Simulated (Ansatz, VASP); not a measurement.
ReP in VASP and in Ansatz

Contents of INCAR:

```
SYSTEM = ReP
  ALGO = Normal
  EDIFF = 1E-6
  ENCUT = 560
  GGA = PS
  GGA_COMPAT = .FALSE.
  ISIF = 2
  ISMEAR = 0
  LASPH = .TRUE.
  LCHARG = .FALSE.
  LREAL = .FALSE.
  LWAVE = .FALSE.
  NBANDS = 17
  NELM = 120
  PREC = Accurate
  SIGMA = 0.05
```

Contents of KPOINTS:

```
k-points
0
G
  12 12 12
  0 0 0
```

POSCAR

```
ReP
1.0
    0.0000000000      2.6120210935      2.6120210935
    2.6120210935      0.0000000000      2.6120210935
    2.6120210935      2.6120210935      0.0000000000
Re P
1 1
Direct
    0.0000000000      0.0000000000      0.0000000000
    0.2500000000      0.2500000000      0.2500000000
```

Input for Ansatz:

```yaml
crystal:
  lattice:
    - [0.0, 2.6120210935, 2.6120210935]
    - [2.6120210935, 0.0, 2.6120210935]
    - [2.6120210935, 2.6120210935, 0.0]
  atoms:
    - { symbol: Re, position: [0.0, 0.0, 0.0] }
    - { symbol: P, position: [0.25, 0.25, 0.25] }
basis:
  ecutwfc: 420
  ecutrho_ratio: 4
kpoints:
  mp_grid: { grid: [12, 12, 12] }
hamiltonian:
  xc: pbesol
scf:
  occupations: { method: gaussian, width: 0.05 }
output:
  forces: true
  stress: true
  eigenvalues: true
```

Alike in both runs: task single point; functional PBEsol; k mesh 12 × 12 × 12; occupations gaussian, width 0.05 eV; no spin polarisation.

```csv
,VASP,Ansatz
version,VASP 6.6.1,Ansatz 0.2.0
potentials or method,"VASP PAW PBE potentials, release 64 (Re_sv_GW, P), cutoff 560 eV","scalar-relativistic, plane waves, PAW"
valence electrons in the cell,20,20
```

```tsv
	VASP	Ansatz	Ansatz less VASP
gap on the k mesh at the Fermi level (eV)	none	none	-
pressure (GPa)	3.1	3.8	+0.66
```

VASP's potentials were made for PBE, not for PBEsol. A gap of «none» marks a metal or a gap that the smearing closes. With one functional, cell and mesh, what is left measures potentials, basis and numerics.

Neither program's run includes spin-orbit coupling.
